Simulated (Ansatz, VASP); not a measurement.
MgB2: VASP beside Ansatz

The input INCAR:

```
ALGO = Normal
EDIFF = 1E-6
ENCUT = 520
GGA = PE
ISIF = 2
ISMEAR = 0
LASPH = True
LCHARG = False
LREAL = False
LWAVE = False
NBANDS = 11
NELM = 60
PREC = Accurate
SIGMA = 0.1
```

File KPOINTS:

```
k-points
0
Gamma
  15 15 10
```

POSCAR

```
MgB2
1.0
    3.0850007055      0.0000000000      0.0000000000
   -1.5425003528      2.6716889817      0.0000000000
    0.0000000000      0.0000000000      3.5230000000
Mg B
1 2
Direct
    0.0000000000      0.0000000000      0.0000000000
    0.3333333333      0.6666666667      0.5000000000
    0.6750883057      0.3501766112      0.5000000000
```

Input for Ansatz:

```yaml
crystal:
  lattice:
    - [3.0850007055, 0.0, 0.0]
    - [-1.5425003528, 2.6716889817, 0.0]
    - [0.0, 0.0, 3.523]
  atoms:
    - { symbol: Mg, position: [0.0, 0.0, 0.0] }
    - { symbol: B, position: [0.3333333333, 0.6666666667, 0.5] }
    - { symbol: B, position: [0.6750883057, 0.3501766112, 0.5] }
basis:
  ecutwfc: 420
kpoints:
  mp_grid: { grid: [15, 15, 10] }
hamiltonian:
  xc: pbe
scf:
  occupations: { method: gaussian, width: 0.1 }
output:
  forces: true
  stress: true
  eigenvalues: true
```

Change from the starting cell: one atom moved.

Alike in both runs: task single point; functional PBE; k mesh 15 × 15 × 10; occupations gaussian, width 0.1 eV; no spin polarisation.

|  | VASP | Ansatz |
| --- | --- | --- |
| version | VASP 6.6.1 | Ansatz 0.2.0 |
| potentials or method | VASP PAW PBE potentials, release 64 (Mg, B), cutoff 520 eV | scalar-relativistic, plane waves, PAW |
| valence electrons in the cell | 8 | 16 |

VASP gave:

```
gap on the k mesh at the Fermi level (eV)                     : none
pressure (GPa)                                                : -1.2
traceless stress, the component that is largest in VASP (GPa) : -1.37
rms of the force components (eV/Å)                            : 0.116
```

Which values does Ansatz return?

gap on the k mesh at the Fermi level (eV): none; pressure (GPa): -0.9; traceless stress, the component that is largest in VASP (GPa): -1.42; rms of the force components (eV/Å): 0.115.

Atom by atom the forces differ by 0.001 eV/Å (rms over components). A gap of «none» marks a metal or a gap that the smearing closes. VASP's potentials hold 8 valence electrons a cell and Ansatz's 16, so a difference there can come from the potentials and not from the codes.
